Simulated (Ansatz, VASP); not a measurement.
# MoS2: VASP beside Ansatz

```
CELL_PARAMETERS angstrom
1.58150 0.91308 6.24580
-1.58150 0.91308 6.24580
0.00000 -1.82616 6.24580
ATOMIC_POSITIONS crystal
Mo 0.00000 0.00000 0.00000
S 0.74840 0.74840 0.74840
S 0.58490 0.58490 0.58490
```

Change from the starting cell: zz strain of +2 %.

Alike in both runs: task single point; functional LDA; k mesh 15 × 15 × 15; occupations fermi-dirac, width 0.05 eV; no spin polarisation.

|  | VASP | Ansatz |
| --- | --- | --- |
| version | VASP 6.6.1 | Ansatz 0.2.0 |
| potentials or method | VASP PAW LDA potentials, release 64 (Mo_sv, S), cutoff 520 eV | all-electron LAPW, scalar-relativistic |

|  | VASP | Ansatz | Ansatz less VASP |
| --- | --- | --- | --- |
| pressure (GPa) | -1.8 | -1.8 | -0.06 |
| traceless stress, the component that is largest in VASP (GPa) | 2.31 | 2.34 | +0.035 |
| rms of the force components (eV/Å) | 0.104 | 0.098 | -0.0053 |

LDA's correlation is that of Perdew and Zunger in VASP and of Perdew and Wang (1992) in Ansatz. Atom by atom the forces differ by 0.005 eV/Å (rms over components). Ansatz ran all-electron here, and VASP with PAW potentials.
